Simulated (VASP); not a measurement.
# BN (C2) in VASP: a series of runs

BN is run at these levels: PBE; tasks: single point.

Everything below comes from runs of VASP 6.6.1. Logs are shortened: lines on timing, memory, paths and dates and some standing lists are left out, and cuts for length are marked.

### 1 The cell of the first run

The structure is monoclinic, space group C2 (No. 5). The conventional cell has a = 3.572 Å, b = 3.625 Å, c = 2.349 Å, α = 90.00°, β = 130.09°, γ = 90.00°. B (site symmetry 2) has 4 N at 1.48 to 1.64 Å within 2.0 Å. N (site symmetry 2) has 4 B at 1.48 to 1.64 Å within 2.0 Å.

### 2 Single point, PBE (engineering shear strain xz -0.1500, normal strain along z -0.0175)

The input, INCAR:

```
SYSTEM = BN
ALGO     = Normal         ! electronic algorithm
EDIFF    = 1E-6           ! SCF threshold, eV
ENCUT    = 520            ! plane-wave cutoff, eV
GGA      = PE             ! functional
ISIF     = 2              ! what is computed and relaxed
ISMEAR   = 0              ! smearing method
LASPH    = .True.         ! aspherical terms in the spheres
LCHARG   = .False.        ! write CHGCAR
LREAL    = .False.        ! projectors in reciprocal space
LWAVE    = .False.        ! write WAVECAR
NBANDS   = 11             ! bands
NELM     = 100            ! most SCF steps
PREC     = Accurate       ! precision mode
SIGMA    = 0.05           ! smearing width, eV
```

The input, KPOINTS:

```
k-points
0
Gamma
  12 12 12
  0 0 0
```

The input, POSCAR:

```
BN
1.0
   -0.1359295336      1.7806768895      1.8123937807
    1.8123937807     -0.1359295336      1.8123937807
    1.6764642471      1.6447473560      0.0000000000
B N
1 1
Direct
    0.0000000000      0.0000000000      0.0000000000
    0.7500000000      0.7500000000      0.7500000000
```

Potentials or basis: VASP PAW PBE potentials, release 64 (B, N).

Command:

```
cat potpaw_PBE.64/B/POTCAR potpaw_PBE.64/N/POTCAR > POTCAR
mpirun -np 1 vasp_std > vasp.out
```

OUTCAR:

```text
SYSTEM = BN
   EDIFF = 1E-6
   ENCUT = 520
   GGA = PE
   ISIF = 2
   ISMEAR = 0
   LASPH = .True.
   LREAL = .False.
   NELM = 100
   PREC = Accurate

 ion  position               nearest neighbor table
   1  0.000  0.000  0.000-   2 1.48   2 1.48   2 1.64   2 1.64
   2  0.750  0.750  0.750-   1 1.48   1 1.48   1 1.64   1 1.64

  LATTYP: Found a base centered monoclinic cell.
 ALAT       =     3.5717150072
 B/A-ratio  =     1.0148591235
 C/A-ratio  =     0.6575435965
 COS(beta)  =    -0.6439580154

  Lattice vectors:

 A1 = (   0.1359295336,  -1.7806768896,   1.8123937807)
 A2 = (   0.1359295336,  -1.7806768895,  -1.8123937807)
 A3 = (   1.6764642471,   1.6447473560,   0.0000000000)

Analysis of symmetry for initial positions (statically):
=====================================================================
 Subroutine PRICEL returns:
 Original cell was already a primitive cell.

 Routine SETGRP: Setting up the symmetry group for a
 base centered monoclinic supercell.

 Subroutine GETGRP returns: Found  2 space group operations
 (whereof  2 operations were pure point group operations)
 out of a pool of  4 trial point group operations.

The static configuration has the point symmetry C_2 .

Analysis of symmetry for dynamics (positions and initial velocities):
=====================================================================
 Subroutine PRICEL returns:
 Original cell was already a primitive cell.

 Routine SETGRP: Setting up the symmetry group for a
 base centered monoclinic supercell.

 Subroutine GETGRP returns: Found  2 space group operations
 (whereof  2 operations were pure point group operations)
 out of a pool of  4 trial point group operations.

The dynamic configuration has the point symmetry C_2 .

 Subroutine INISYM returns: Found  2 space group operations
 (whereof  2 operations are pure point group operations),
 and found     1 'primitive' translations

----------------------------------------------------------------------------------------

                                     Primitive cell

  volume of cell :      11.6313

  direct lattice vectors                    reciprocal lattice vectors
    -0.135929534  1.780676890  1.812393781    -0.256286116  0.261228273  0.275878236
     1.812393781 -0.135929534  1.812393781     0.256286116 -0.261228273  0.275878236
     1.676464247  1.644747356  0.000000000     0.298647458  0.303589614 -0.275878236

  length of vectors
     2.544417073  2.566713710  2.348558332     0.458292030  0.458292030  0.507410838

  position of ions in fractional coordinates (direct lattice)
     0.000000000  0.000000000  0.000000000
     0.750000000  0.750000000  0.750000000

  ion indices of the primitive-cell ions
   primitive index   ion index
                 1           1
                 2           2

----------------------------------------------------------------------------------------

 KPOINTS: k-points

Automatic generation of k-mesh.
 Grid dimensions read from file:
 generate k-points for:   12   12   12

 Generating k-lattice:

  Cartesian coordinates                     Fractional coordinates (reciprocal lattice)
    -0.021357176  0.021769023  0.022989853     0.083333333  0.000000000 -0.000000000
     0.021357176 -0.021769023  0.022989853     0.000000000  0.083333333  0.000000000
     0.024887288  0.025299135 -0.022989853     0.000000000 -0.000000000  0.083333333

  Length of vectors
     0.038191003  0.038191003  0.042284237

  Shift w.r.t. Gamma in fractional coordinates (k-lattice)
     0.000000000  0.000000000  0.000000000

 Subroutine IBZKPT returns following result:
 ===========================================

 Found    476 irreducible k-points:

 Following reciprocal coordinates:
            Coordinates               Weight
  0.000000  0.000000  0.000000      1.000000
  0.083333  0.000000  0.000000      4.000000
  0.166667  0.000000  0.000000      4.000000
  0.250000  0.000000  0.000000      4.000000
  0.333333  0.000000  0.000000      4.000000
  0.416667  0.000000  0.000000      4.000000
[... 16 lines left out ...]
  0.500000  0.166667  0.000000      4.000000
 -0.416667  0.166667 -0.000000      4.000000
 [... further k-points ...]
   k-points           NKPTS =    476   k-points in BZ     NKDIM =    476   number of bands    NBANDS=     11
   number of dos      NEDOS =    301   number of ions     NIONS =      2
   total plane-waves  NPLWV =   7200
   dimension x,y,z NGX =    20 NGY =   20 NGZ =   18
   dimension x,y,z NGXF=    40 NGYF=   40 NGZF=   36
   ions per type =               1   1
   NGX,Y,Z   is equivalent  to a cutoff of  13.07, 12.95, 12.74 a.u.
   NGXF,Y,Z  is equivalent  to a cutoff of  26.14, 25.91, 25.48 a.u.
 SYSTEM =  BN
   PREC   = accura    normal or accurate (medium, high low for compatibility)
   ISTART =      0    job   : 0-new  1-cont  2-samecut
   ICHARG =      2    charge: 1-file 2-atom 10-const
   ISPIN  =      1    spin polarized calculation?
   LNONCOLLINEAR =      F non collinear calculations
   LSORBIT =      F    spin-orbit coupling
   LASPH  =      T    aspherical Exc in radial PAW
   ENCUT  =  520.0 eV  38.22 Ry    6.18 a.u.   4.73  4.77  4.37*2*pi/ulx,y,z
   NELM   =    100;   NELMIN=  2; NELMDL= -5     # of ELM steps
   EDIFF  = 0.1E-05   stopping-criterion for ELM
   LREAL  =      F    real-space projection
   EDIFFG = 0.1E-04   stopping-criterion for IOM
   NSW    =      0    number of steps for IOM
   IBRION =     -1    ionic relax: 0-MD 1-quasi-New 2-CG
   NFREE  =      0    steps in history (QN), initial steepest desc. (CG)
   ISIF   =      2    stress and relaxation
   ISYM   =      2    0-nonsym 1-usesym 2-fastsym
   POTIM  = 0.5000    time-step for ionic-motion
   TEBEG  =    0.0;   TEEND  =   0.0 temperature during run
   PSTRESS=    0.0 pullay stress
   NELECT =       8.0000    total number of electrons
   NUPDOWN=      -1.0000    fix difference up-down
   EMIN   =  10.00;   EMAX   =-10.00  energy-range for DOS
   EFERMI =   0.00;   METHOD = LEGACY
   ISMEAR =     0;   SIGMA  =   0.05  broadening in eV -4-tet -1-fermi 0-gaus
   EFERMI_NEDOS =   21; number of points for ismear=-14 and -15
   IALGO  =     38    algorithm
   IMIX   =      4    mixing-type and parameters
     AMIX     =   0.40;   BMIX     =  1.00
     AMIX_MAG =   1.60;   BMIX_MAG =  1.00
  volume/ion in A,a.u.               =       5.82        39.25
  Fermi-wavevector in a.u.,A,eV,Ry     =   1.445093  2.730831 28.412980  2.088295
  Thomas-Fermi vector in A             =   2.563314
   LORBIT       =      0    0 simple, 1 ext, 2 COOP (PROOUT), +10 PAW based schemes
   GGA     = PE    functional components
   LHFCALC =     F    Hartree Fock is set to
   AEXX    =    0.0000 exact exchange contribution
   IVDW    =     0    specifies the selected vdW correction
   LEPSILON=     F    determine dielectric tensor
   LRPA    =     F    only Hartree local field effects (RPA)
 non-spin polarized calculation
 Gauss-broadening in eV      SIGMA  =   0.05
  energy-cutoff  :      520.00
  volume of cell :       11.63
 maximum number of plane-waves:       328
   NGX =  9   NGY =  9   NGZ =  9

 number of electron       7.9999999 magnetization

 Free energy of the ion-electron system (eV)
  ---------------------------------------------------
  ext. energy  EPLUGINS =         0.00000000
  ---------------------------------------------------
  free energy    TOTEN  =       -17.03583312 eV

  energy without entropy =      -17.03583312  energy(sigma->0) =      -17.03583312

 E-fermi :   8.3475     XC(G=0): -12.8909

 val. band max:        8.0800098907   @ k =   0.0000   0.0000   0.0000
 cond. band min:      11.1092162286   @ k =   0.5000   0.5000   0.0000
 fundamental gap:      3.0292063379
 Fermi energy:         8.3474914478

 k-point     1 :       0.0000    0.0000    0.0000
  band No.  band energies     occupation
      1     -12.8729      2.00000
      2       7.2640      2.00000
      3       7.3110      2.00000
      4       8.0800      2.00000
      5      14.2415      0.00000
      6      14.5519      0.00000
      7      18.7165      0.00000
      8      20.7710      0.00000
      9      32.5003      0.00000
     10      35.1541      0.00000
     11      35.3161      0.00000

 k-point     2 :       0.0833    0.0000    0.0000
  band No.  band energies     occupation
      1     -12.7212      2.00000
      2       6.1423      2.00000
      3       7.2093      2.00000
      4       7.9401      2.00000
      5      14.5811      0.00000
      6      15.4015      0.00000
      7      18.9153      0.00000
      8      20.8852      0.00000
      9      31.8911      0.00000
     10      33.7782      0.00000
     11      35.1373      0.00000

 k-point     3 :       0.1667    0.0000    0.0000
  band No.  band energies     occupation
      1     -12.2729      2.00000
      2       3.8617      2.00000
      3       6.9247      2.00000
      4       7.5918      2.00000
      5      15.1363      0.00000
      6      17.1867      0.00000
      7      19.3937      0.00000
      8      21.2237      0.00000
      9      30.6916      0.00000
     10      33.0410      0.00000
     11      34.1486      0.00000

 k-point     4 :       0.2500    0.0000    0.0000
  band No.  band energies     occupation
      1     -11.5536      2.00000
      2       1.3890      2.00000
      3       6.5931      2.00000
      4       7.1691      2.00000
      5      15.7514      0.00000
      6      18.7144      0.00000
      7      19.8984      0.00000
      8      21.7444      0.00000
      9      30.0190      0.00000
     10      32.6882      0.00000
     11      34.0163      0.00000
[... 239 lines left out ...]
 k-point    22 :       0.4167    0.1667    0.0000
  band No.  band energies     occupation
      1      -9.6896      2.00000
      2      -1.3787      2.00000
      3       4.5654      2.00000
      4       5.7917      2.00000
      5      16.1194      0.00000
      6      20.0801      0.00000
      7      21.2600      0.00000
      8      21.9695      0.00000
      9      27.4841      0.00000
     10      34.5946      0.00000
     11      37.5916      0.00000

 k-point    23 :       0.5000    0.1667    0.0000
  band No.  band energies     occupation
      1      -8.9359      2.00000
      2      -2.6611      2.00000
      3       3.9977      2.00000
      4       5.7896      2.00000
      5      17.0301      0.00000
      6      20.5318      0.00000
      7      21.6059      0.00000
      8      21.9735      0.00000
      9      27.9558      0.00000
     10      34.2750      0.00000
     11      37.5287      0.00000

 k-point    24 :      -0.4167    0.1667   -0.0000
  band No.  band energies     occupation
      1      -8.9111      2.00000
      2      -2.6843      2.00000
      3       3.5171      2.00000
      4       5.9871      2.00000
      5      17.6897      0.00000
      6      20.6907      0.00000
      7      21.6066      0.00000
      8      22.5189      0.00000
      9      28.1417      0.00000
     10      33.8725      0.00000
     11      35.5348      0.00000

 [... further k-points ...]
[... 5 lines left out ...]
  --------------------------------------------------------------------------------------
  -------------------------------------------------------------------------------------
  Total        1.3455111      2.0728271      0.5068483      5.3051046     -0.0000000      0.0000000
  in kB      185.3408676    285.5268616     69.8171105    730.7651972     -0.0000000      0.0000000
  external PRESSURE =     180.2282799 kB  Pullay stress =       0.0000000 kB

 VOLUME and BASIS-vectors are now :
 -----------------------------------------------------------------------------
  energy-cutoff  :      520.00
  volume of cell :       11.63
      direct lattice vectors                 reciprocal lattice vectors
    -0.135929534  1.780676890  1.812393781    -0.256286116  0.261228273  0.275878236
     1.812393781 -0.135929534  1.812393781     0.256286116 -0.261228273  0.275878236
     1.676464247  1.644747356  0.000000000     0.298647458  0.303589614 -0.275878236

 POSITION                                       TOTAL-FORCE (eV/Angst)
 -----------------------------------------------------------------------------------
      0.00000      0.00000      0.00000        -0.000000     -0.000000      0.411138
      2.51470      2.46712      2.71859         0.000000      0.000000     -0.411138
 -----------------------------------------------------------------------------------
    total drift:                                0.000001      0.000001     -0.000206

  FREE ENERGIE OF THE ION-ELECTRON SYSTEM (eV)
  ---------------------------------------------------
  free  energy   TOTEN  =       -17.0358331176 eV

  energy  without entropy=      -17.0358331176  energy(sigma->0) =      -17.03583312
```

It took 19 s on 1 thread of Intel Xeon 6975P-C (Granite Rapids), shared host; peak memory 0.16 GiB.

What came out:

```yaml
Free_energy: -17.0358 eV
Pressure: 18.0 GPa
Largest_force: 0.411 eV/Å
Band_gap_on_the_k_mesh: 3.03 eV, indirect (least direct gap 6.16 eV)
```

Forces on the atoms (eV/Å):
```
B    0.000  0.000  0.411
N    0.000  0.000 -0.411
```

Caveat: the cell differs from its parent crystal (engineering shear strain xz -0.1500, normal strain along z -0.0175). A k mesh can miss the band edges.

### 3 Single point, PBE (engineering shear strain xz -0.2250, normal strain along z -0.0175)

The input, INCAR:

```
ALGO = Normal ; EDIFF = 1E-6
ENCUT = 520 ; GGA = PE
ISIF = 2 ; ISMEAR = 0
LASPH = True ; LCHARG = False
LREAL = False ; LWAVE = False
NBANDS = 11 ; NELM = 60
PREC = Accurate ; SIGMA = 0.05
```

The input, KPOINTS:

```
k-points
0
Gamma
  12 12 12
```

The input, POSCAR:

```
BN
1.0
   -0.2038943003      1.7806768895      1.8123937807
    1.8123937807     -0.2038943003      1.8123937807
    1.6084994804      1.5767825892      0.0000000000
B N
1 1
Direct
    0.0000000000      0.0000000000      0.0000000000
    0.7500000000      0.7500000000      0.7500000000
```

Potentials or basis: VASP PAW PBE potentials, release 64 (B, N).

Command:

```
cat potpaw_PBE.64/B/POTCAR potpaw_PBE.64/N/POTCAR > POTCAR
mpirun -np 1 vasp_std > vasp.out
```

OUTCAR:

```text
EDIFF = 1E-6
   ENCUT = 520
   GGA = PE
   ISIF = 2
   ISMEAR = 0
   LASPH = True
   LREAL = False
   NELM = 60
   PREC = Accurate

 ion  position               nearest neighbor table
   1  0.000  0.000  0.000-   2 1.45   2 1.45   2 1.68   2 1.68
   2  0.750  0.750  0.750-   1 1.45   1 1.45   1 1.68   1 1.68

  LATTYP: Found a base centered monoclinic cell.
 ALAT       =     3.5846244269
 B/A-ratio  =     1.0112042796
 C/A-ratio  =     0.6283632364
 COS(beta)  =    -0.6142489709

  Lattice vectors:

 A1 = (   0.2038943003,  -1.7806768895,   1.8123937807)
[... 513 lines left out ...]
      6      21.0243      0.00000
      7      22.6511      0.00000
      8      23.3353      0.00000
      9      27.8810      0.00000
     10      34.1643      0.00000
     11      37.1958      0.00000

 [... further k-points ...]
[... 5 lines left out ...]
  --------------------------------------------------------------------------------------
  -------------------------------------------------------------------------------------
  Total        2.7318574      3.3913699      0.8392635      8.1430098      0.0000000      0.0000000
  in kB      379.0348590    470.5397190    116.4446286   1129.8117463      0.0000000      0.0000000
  external PRESSURE =     322.0064022 kB  Pullay stress =       0.0000000 kB

 VOLUME and BASIS-vectors are now :
 -----------------------------------------------------------------------------
  energy-cutoff  :      520.00
  volume of cell :       11.55
      direct lattice vectors                 reciprocal lattice vectors
    -0.203894300  1.780676890  1.812393781    -0.247477045  0.252455032  0.275878236
     1.812393781 -0.203894300  1.812393781     0.247477045 -0.252455032  0.275878236
     1.608499480  1.576782589  0.000000000     0.311479730  0.316457716 -0.275878236

 POSITION                                       TOTAL-FORCE (eV/Angst)
 -----------------------------------------------------------------------------------
      0.00000      0.00000      0.00000        -0.000000      0.000000      0.739137
      2.41275      2.36517      2.71859         0.000000      0.000000     -0.739137
 -----------------------------------------------------------------------------------
    total drift:                                0.000002      0.000001     -0.000358

  FREE ENERGIE OF THE ION-ELECTRON SYSTEM (eV)
  ---------------------------------------------------
  free  energy   TOTEN  =       -16.5061823052 eV

  energy  without entropy=      -16.5061823052  energy(sigma->0) =      -16.50618231
```

OSZICAR:

```text
N       E                     dE             d eps       ncg     rms          rms(c)
DAV:   1     0.113987077004E+02    0.11399E+02   -0.50481E+03 10824   0.726E+02
DAV:   2    -0.172351495737E+02   -0.28634E+02   -0.27716E+02 12350   0.168E+02
DAV:   3    -0.177566649552E+02   -0.52152E+00   -0.52073E+00 12319   0.193E+01
DAV:   4    -0.177572651363E+02   -0.60018E-03   -0.60017E-03 11201   0.735E-01
DAV:   5    -0.177572656973E+02   -0.56091E-06   -0.56090E-06 12200   0.220E-02    0.738E+00
DAV:   6    -0.166335037287E+02    0.11238E+01   -0.36236E+00 11315   0.110E+01    0.354E+00
DAV:   7    -0.165258284106E+02    0.10768E+00   -0.16474E-01 11778   0.336E+00    0.205E+00
DAV:   8    -0.165058215952E+02    0.20007E-01   -0.53479E-02 11858   0.178E+00    0.289E-01
DAV:   9    -0.165060932755E+02   -0.27168E-03   -0.24200E-03 11120   0.446E-01    0.110E-01
DAV:  10    -0.165061730336E+02   -0.79758E-04   -0.21982E-04 11936   0.120E-01    0.223E-02
DAV:  11    -0.165061816013E+02   -0.85677E-05   -0.15038E-05 11731   0.341E-02    0.106E-02
DAV:  12    -0.165061823052E+02   -0.70394E-06   -0.16879E-06 10955   0.102E-02
   1 F= -.16506182E+02 E0= -.16506182E+02  d E =-.106967E-14
```

stdout:

```text
POSCAR found type information on POSCAR B N
 POSCAR found :  2 types and       2 ions
 scaLAPACK will be used
 LDA part: xc-table for (Slater+PW92), standard interpolation
 POSCAR, INCAR and KPOINTS ok, starting setup
 FFT: planning ... GRIDC
 FFT: planning ... GRID_SOFT
 FFT: planning ... GRID
 WAVECAR not read
 entering main loop
```

Run time: 19 s. Hardware: 1 thread of Intel Xeon 6975P-C (Granite Rapids), shared host; peak memory 0.16 GiB.

What came out:

```yaml
Free_energy: -16.5062 eV
Pressure: 32.2 GPa
Largest_force: 0.739 eV/Å
Band_gap_on_the_k_mesh: 1.79 eV, indirect (least direct gap 4.46 eV)
```

Forces on the atoms (eV/Å):
```
B    0.000  0.000  0.739
N    0.000  0.000 -0.739
```

Caveat: the cell differs from its parent crystal (engineering shear strain xz -0.2250, normal strain along z -0.0175). A k mesh can miss the band edges.
